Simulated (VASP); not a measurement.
Here is a VASP 6.6.1 calculation.

INCAR

```
SYSTEM = K8MgZn7F24
PREC = Accurate
ENCUT = 700
EDIFF = 1E-6
ISMEAR = -1
SIGMA = 0.05
LREAL = Auto
LASPH = .TRUE.
NELM = 120
ALGO = Normal
ISIF = 2
LWAVE = .FALSE.
LCHARG = .FALSE.
GGA = PS
NBANDS = 189
ISYM = -1
GGA_COMPAT = .FALSE.
```

File KPOINTS:

```
explicit points
1
Reciprocal
  0.25000000   0.25000000   0.25000000 1
```

The input POSCAR:

```
K8MgZn7F24
1.0
    8.0900541891      0.0000000000      0.0000000000
    0.0000000000      8.0900541891      0.0000000000
    0.0000000000      0.0000000000      8.0900541891
K Zn Mg F
8 7 1 24
Direct
    0.0002240000      0.9999020000      0.0001220000
    0.0002590000      0.9998270000      0.4999310000
    0.0002050000      0.4996330000      0.0001340000
    0.0002830000      0.4997440000      0.4998910000
    0.5003540000      0.9998150000      0.0000650000
    0.5004350000      0.9998120000      0.4999150000
    0.5003740000      0.4996970000      0.0000870000
    0.5004110000      0.4997230000      0.4998850000
    0.2503780000      0.2498310000      0.2500180000
    0.2503670000      0.2497540000      0.7500160000
    0.2503300000      0.7498340000      0.2500170000
    0.7504200000      0.2496960000      0.2500860000
    0.7503220000      0.2497800000      0.7500450000
    0.7503350000      0.7497010000      0.2499780000
    0.7503370000      0.7497640000      0.7500230000
    0.2502350000      0.7497460000      0.7500310000
    0.2512450000      0.2487940000      0.9999100000
    0.2497060000      0.2508130000      0.5001390000
    0.2508960000      0.7505990000      0.9972380000
    0.2497450000      0.7490240000      0.5028220000
    0.7497320000      0.2499620000      0.0000350000
    0.7512480000      0.2493910000      0.5000580000
    0.7496120000      0.7493770000      0.9999180000
    0.7509540000      0.7499850000      0.5001160000
    0.0004260000      0.2509250000      0.2492800000
    0.0005060000      0.2494440000      0.7508360000
    0.0004860000      0.7485000000      0.2493550000
    0.0030890000      0.7501760000      0.7507010000
    0.5004160000      0.2485190000      0.2508000000
    0.5002490000      0.2500450000      0.7493070000
    0.5001840000      0.7509180000      0.2506470000
    0.4975570000      0.7493550000      0.7493120000
    0.2491610000      0.9996490000      0.2509510000
    0.2505750000      0.9969880000      0.7490360000
    0.2516350000      0.4999290000      0.2491290000
    0.2501430000      0.5025470000      0.7510070000
    0.7515710000      0.9996880000      0.2497620000
    0.7499740000      0.9996250000      0.7503250000
    0.7492360000      0.4997260000      0.2503250000
    0.7507260000      0.4998570000      0.7497290000
```

Potentials or basis: VASP PAW PBE potentials, release 64 (K_sv, Zn, Mg, F).

Launch:

```bash
$ cat potpaw_PBE.64/K_sv/POTCAR potpaw_PBE.64/Zn/POTCAR potpaw_PBE.64/Mg/POTCAR potpaw_PBE.64/F/POTCAR > POTCAR
$ mpirun -np 1 vasp_std > vasp.out
```

Q: Estimate the pressure.

A: 0.1 GPa.

Q: What does it give for the band gap on the k mesh?

A: 4.98 eV.

Q: Estimate the largest force.

A: 0.076 eV/Å.

Stress tensor (GPa, compression positive):
```
 0.13 -0.07 -0.06
-0.07  0.13 -0.07
-0.06 -0.07  0.12
```

Caveat: the PAW data sets were made with another functional, which shifts forces and pressure a little; a shifted mesh leaves out Γ, where band edges can lie. A k mesh can miss the band edges.
